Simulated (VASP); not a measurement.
Set up this calculation in VASP 6.6.1, as the native input.

```yaml
Task: single point
Functional: PBE
Potentials_or_basis: VASP PAW PBE potentials, release 64 (Al, N)
Cutoff: 520 eV
k_mesh: 17 × 17 × 17
Occupations: fermi-dirac, width 0.05 eV
Spin: no spin polarisation
Dipole_correction: no
Further_INCAR_settings: ALGO = Normal; EDIFF = 1e-06; NBANDS = 11
```

The structure of AlN (rocksalt type) lies in POSCAR:

```
AlN
1.0
    0.0000000000      1.8893840173      1.8893840173
    1.8893840173      0.0000000000      1.8893840173
    1.8893840173      1.8893840173      0.0000000000
Al N
1 1
Direct
    0.0000000000      0.0000000000      0.0000000000
    0.5000000000      0.5000000000      0.5000000000
```

This cell differs from its parent crystal: volume scaled by 0.8.

The input as run:

INCAR

```
ALGO = Normal
EDIFF = 1E-6
ENCUT = 520
GGA = PE
ISIF = 2
ISMEAR = -1
LASPH = T
LCHARG = T
LELF = T
LREAL = F
LVHAR = T
LWAVE = F
NBANDS = 11
NELM = 80
PREC = Accurate
SIGMA = 0.05
```

KPOINTS

```
k-points
0
Gamma
  17 17 17
```

Potentials or basis: VASP PAW PBE potentials, release 64 (Al, N).

Launch:

```sh
$ cat potpaw_PBE.64/Al/POTCAR potpaw_PBE.64/N/POTCAR > POTCAR
$ mpirun -np 1 vasp_std > vasp.out
```

It gave:

The pressure is 86.9 GPa. The band gap on the k mesh is 4.90 eV, indirect (least direct gap 8.24 eV).

It took 9.2 s on 1 thread of Intel(R) Xeon(R) 6975P-C (Granite Rapids), on a shared host, peak memory 0.14 GiB.
